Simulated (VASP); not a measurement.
EuPt3: density of states with PBEsol

EuPt3:

```xyz
4
Lattice="0.0000 3.2871 3.2871 3.2871 0.0000 3.2871 3.2871 3.2871 0.0000" Properties=species:S:1:pos:R:3 pbc="T T T"
Eu    0.0000    0.0000    0.0000
Pt    3.2871    3.2871    3.2871
Pt    1.6436    1.6436    1.6436
Pt    4.9307    4.9307    4.9307
```

```
Program                 : VASP 6.6.1
Task                    : density of states
Functional              : PBEsol
Potentials or basis     : VASP PAW PBE potentials, release 64 (Eu, Pt)
Cutoff                  : 520 eV
k mesh                  : 8 × 8 × 8
Occupations             : gaussian, width 0.05 eV
Spin                    : collinear spin, ferromagnetic start
Starting moments        : [7.02, 0.0, 0.0, 0.0] μB
Dipole correction       : no
k mesh for the DOS      : 12 × 12 × 12
Occupations for the DOS : tetrahedron
Further INCAR settings  : ALGO = Normal; EDIFF = 1e-07; NBANDS = 36
```

| Quantity | Value |
| --- | --- |
| Net moment | 6.54 μB per cell |
| Site moments | Eu +6.35; Pt +0.03, -0.01 μB |
| Valence electrons inside the program's atomic spheres | Eu 14.86; Pt 9.14, 9.23 |

Levels at points of the mesh, in eV from the Fermi level:
Spin up:
| k point | band 25 | band 26 | band 27 | band 28 | band 29 | band 30 |
| --- | --- | --- | --- | --- | --- | --- |
| (0.00, 0.00, 0.00) | -0.40 | -0.40 | -0.40 | 3.16 | 3.16 | 3.16 |
| (0.50, 0.00, 0.00) | -0.27 | 0.05 | 0.05 | 0.51 | 2.21 | 2.21 |
| (0.50, 0.50, 0.00) | -0.15 | -0.15 | -0.03 | 0.19 | 1.46 | 1.75 |
Spin down:
| k point | band 16 | band 17 | band 18 | band 19 | band 20 | band 21 | band 22 | band 23 | band 24 | band 25 |
| --- | --- | --- | --- | --- | --- | --- | --- | --- | --- | --- |
| (0.00, 0.00, 0.00) | -1.92 | -1.03 | -1.03 | -0.89 | -0.89 | 2.29 | 3.51 | 3.51 | 3.51 | 3.83 |
| (0.50, 0.00, 0.00) | -2.98 | -1.20 | -1.20 | -0.58 | -0.58 | 0.18 | 2.56 | 2.56 | 3.31 | 4.18 |
| (0.50, 0.50, 0.00) | -1.39 | -1.03 | -1.03 | -0.95 | -0.22 | -0.19 | 1.71 | 1.86 | 1.86 | 4.05 |

Wall time 7.3 min on 1 thread of Intel(R) Xeon(R) 6975P-C (Granite Rapids), on a shared host, peak memory 0.45 GiB.

Caveat: spin-orbit coupling is left out, which moves the levels of the heavy elements; without U or exact exchange the open f shell lies at the Fermi level, which spoils levels, moments and volumes. The state reached can hang on the start; a lower one may exist.
